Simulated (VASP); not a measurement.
Write the native input for VASP 6.6.1 that does the following.

- Task: relaxation of cell and atoms
- Functional: PBE
- Dispersion: D4
- Potentials or basis: VASP PAW PBE potentials, release 64 (Mo_sv, S)
- Cutoff: 600 eV
- k mesh: 8 × 8 × 8
- Occupations: fermi-dirac, width 0.02 eV
- Spin: no spin polarisation
- Dipole correction: no
- Further INCAR settings: ALGO = Normal; EDIFF = 1e-07; IBRION = 2; EDIFFG = -0.005; NSW = 80; ISIF = 3

The structure of MoS2 lies in POSCAR:

```
MoS2
1.0
    1.5765667655      0.9102312465      5.9956016439
   -1.5765667655      0.9102312465      5.9956016439
    0.0000000000     -1.8204624929      5.9956016439
Mo S
1 2
Direct
    0.0000825539      0.0000825539      0.0000825539
    0.2465283137      0.2465283137      0.2465283137
    0.4203891324      0.4203891324      0.4203891324
```

One way to write it, as run:

INCAR

```
  ALGO = Normal
  EDIFF = 1E-7
  EDIFFG = -0.005
  ENCUT = 600
  GGA = PE
  IBRION = 2
  ISIF = 3
  ISMEAR = -1
  IVDW = 13
  LASPH = True
  LCHARG = False
  LREAL = False
  LWAVE = False
  NELM = 100
  NSW = 80
  PREC = Accurate
  SIGMA = 0.02
```

KPOINTS

```
k-points
0
Gamma
  8 8 8
```

Potentials or basis: VASP PAW PBE potentials, release 64 (Mo_sv, S).

Launch:

```bash
$ cat potpaw_PBE.64/Mo_sv/POTCAR potpaw_PBE.64/S/POTCAR > POTCAR
$ mpirun -np 1 vasp_std > vasp.out
```

It gave:

```json
{
  "Relaxed volume": "17.37 Å³/atom",
  "Relaxed cell": "a = 6.308 Å, b = 6.308 Å, c = 6.308 Å, α = 28.98°, β = 28.98°, γ = 28.98°",
  "Space group after relaxing (to 0.1 Å)": "R3m (No. 160)",
  "Energy gained by relaxing": "0.2 meV/atom",
  "Ionic steps": "11",
  "Pressure after relaxing": "0.0 GPa",
  "Band gap on the k mesh": "0.94 eV (least direct gap 2.05 eV)",
  "Dispersion energy per atom": "-0.438 eV"
}
```

Wall time 37 min on 1 thread of Intel Xeon 8259CL (shared host), peak memory 0.42 GiB.
